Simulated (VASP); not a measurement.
## Ge: single point with BLYP

Ge:

```
Ge
1.0
     4.05040    0.00000    0.00000
    -2.02520    3.50775    0.00000
     0.00000    0.00000   10.99336
Ge
4
Direct
  0.00000 0.00000 0.97745
  0.00000 0.00000 0.47745
  0.33333 0.66667 0.91485
  0.66667 0.33333 0.41485
```

```yaml
Program: VASP 6.6.1
Task: single point
Functional: BLYP
Potentials_or_basis: VASP PAW PBE potentials, release 64 (Ge_d)
Cutoff: 520 eV
k_mesh: 6 × 6 × 2
Occupations: fermi-dirac, width 0.1 eV
Spin: no spin polarisation
```

The pressure is 1.5 GPa, the largest force is 0.139 eV/Å and the band gap on the k mesh is zero (filled and empty bands touch).

Forces on the atoms (eV/Å):
```
Ge   0.000  0.000  0.139
Ge   0.000  0.000  0.139
Ge   0.000  0.000 -0.139
Ge   0.000  0.000 -0.139
```

Stress tensor (GPa, compression positive):
```
2.08 0.00 0.00
0.00 2.08 0.00
0.00 0.00 0.27
```

Levels at points of the mesh, in eV from the Fermi level:
| k point | band 24 | band 25 | band 26 | band 27 | band 28 | band 29 | band 30 | band 31 | band 32 | band 33 |
| --- | --- | --- | --- | --- | --- | --- | --- | --- | --- | --- |
| (0.00, 0.00, 0.00) | -3.35 | -0.42 | -0.42 | -0.41 | -0.41 | 0.32 | 0.53 | 1.67 | 3.70 | 3.91 |
| (0.50, 0.00, 0.00) | -7.36 | -1.92 | -1.90 | -1.25 | -1.07 | 0.61 | 0.83 | 1.69 | 1.76 | 5.07 |
| (0.00, 0.00, 0.50) | -3.57 | -0.41 | -0.41 | -0.41 | -0.41 | 0.38 | 0.38 | 2.61 | 2.61 | 3.93 |
| (0.50, 0.00, 0.50) | -7.37 | -1.91 | -1.91 | -1.15 | -1.15 | 0.68 | 0.68 | 1.74 | 1.74 | 5.63 |

It took 3.3 min on 1 thread of Intel Xeon 8259CL (shared host), peak memory 0.28 GiB.

Caveat: semilocal functionals underestimate gaps, so a narrow gap can read as zero; the PAW data sets were made with another functional, which shifts forces and pressure a little.
